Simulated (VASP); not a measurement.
Set up this calculation in VASP 6.6.1, as the native input.

```
Task                   : relaxation of cell and atoms
Functional             : LDA
Potentials or basis    : VASP PAW LDA potentials, release 64 (Ag)
Cutoff                 : 600 eV
k mesh                 : 18 × 18 × 10
Occupations            : gaussian, width 0.1 eV
Spin                   : no spin polarisation
Dipole correction      : no
Further INCAR settings : ALGO = Fast; EDIFF = 1e-07; IBRION = 2; EDIFFG = -0.005; NSW = 100; ISIF = 3
```

The structure of Ag lies in POSCAR:

```
Ag
1.0
    2.8560219714      0.0000000000      0.0000000000
   -1.4280109857      2.4733875810      0.0000000000
    0.0000000000      0.0000000000      4.5767576970
Ag
2
Direct
    0.3333333333      0.6666666667      0.2500000000
    0.6666666667      0.3333333333      0.7500000000
```

This isn't the form of Ag at room conditions, which is fcc.

The input as run:

INCAR

```
PREC     = Accurate       # precision mode
ENCUT    = 600            # plane-wave cutoff, eV
EDIFF    = 1E-7           # SCF threshold, eV
ISMEAR   = 0              # smearing method
SIGMA    = 0.1            # smearing width, eV
LREAL    = F              # projectors in reciprocal space
LASPH    = T              # aspherical terms in the spheres
NELM     = 60             # most SCF steps
ALGO     = Fast           # electronic algorithm
ISIF     = 3              # what is computed and relaxed
LWAVE    = F              # write WAVECAR
LCHARG   = F              # write CHGCAR
IBRION   = 2              # ionic algorithm
NSW      = 100            # ionic steps
EDIFFG   = -0.005         # ionic threshold
```

KPOINTS

```
Automatic mesh
0
Gamma
  18 18 10
```

Potentials or basis: VASP PAW LDA potentials, release 64 (Ag).

Launch:

```console
$ cat potpaw_LDA.64/Ag/POTCAR > POTCAR
$ mpirun -np 1 vasp_std > vasp.out
```

Results of the run:

| Property | Result |
| --- | --- |
| Relaxed volume | 16.06 Å³/atom |
| Relaxed cell | a = 2.830 Å, b = 2.830 Å, c = 4.631 Å, α = 90.00°, β = 90.00°, γ = 120.00° |
| Space group after relaxing (to 0.1 Å) | P6_3/mmc (No. 194) |
| Energy gained by relaxing | 1.9 meV/atom |
| Ionic steps | 5 |
| Pressure after relaxing | 0.0 GPa |
| Band gap on the k mesh | zero (bands 11 and 12 overlap by 7.69 eV) |

It took 8.3 min on 1 thread of Intel Xeon 8259CL, on a shared host, peak memory 0.24 GiB.
